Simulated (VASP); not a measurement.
The system is HfCuSn.

```
Hf Cu Sn
1.0
     4.44755    0.00000    0.00000
    -2.22377    3.85169    0.00000
     0.00000    0.00000    6.41241
Hf Cu Sn
2 2 2
Direct
  0.00000 0.00000 0.00492
  0.00000 0.00000 0.50492
  0.33333 0.66667 0.68653
  0.66667 0.33333 0.18653
  0.33333 0.66667 0.26035
  0.66667 0.33333 0.76035
```

- Program: VASP 6.6.1
- Task: relaxation of cell and atoms
- Functional: PBEsol
- Potentials or basis: VASP PAW PBE potentials, release 64 (Hf_pv, Cu, Sn_d)
- Cutoff: 600 eV
- k mesh: 5 × 5 × 3
- Occupations: gaussian, width 0.15 eV
- Spin: no spin polarisation

At the start: pressure -2.3 GPa; volume 18.31 Å³/atom.

Task: How do energy, volume and symmetry change on relaxing?

Result: Over 9 steps the energy falls by 4.2 meV/atom and the volume is 17.89 Å³/atom (-2.3 %); space group P6_3mc (No. 186, to 0.1 Å) before and after.

Step by step:
| step | energy change (eV) | largest force (eV/Å) | pressure (GPa) | volume (Å³) |
| --- | --- | --- | --- | --- |
| 1 | 0.0000 | 0.0492 | -2.31 | 109.85 |
| 2 | -0.0008 | 0.1562 | 2.63 | 105.70 |
| 3 | -0.0164 | 0.1027 | 0.09 | 107.71 |
| 4 | -0.0187 | 0.0997 | 0.02 | 107.68 |
| 5 | -0.0211 | 0.0946 | 0.03 | 107.57 |
| 6 | -0.0227 | 0.0711 | -0.09 | 107.57 |
| 7 | -0.0248 | 0.0115 | -0.33 | 107.57 |
| 8 | -0.0248 | 0.0130 | 0.41 | 107.01 |
| 9 | -0.0251 | 0.0118 | 0.02 | 107.32 |

Final structure:
```
Hf Cu Sn
1.0
     4.43756    0.00000    0.00000
    -2.21878    3.84304    0.00000
     0.00000    0.00000    6.29293
Hf Cu Sn
2 2 2
Cartesian
  0.0000 0.0000 0.0074
  0.0000 0.0000 3.1539
  0.0000 2.5620 4.3663
  2.2188 1.2810 1.2198
  0.0000 2.5620 1.6159
  2.2188 1.2810 4.7623
```

Caveat: the PAW data sets were made with another functional, which shifts forces and pressure a little.
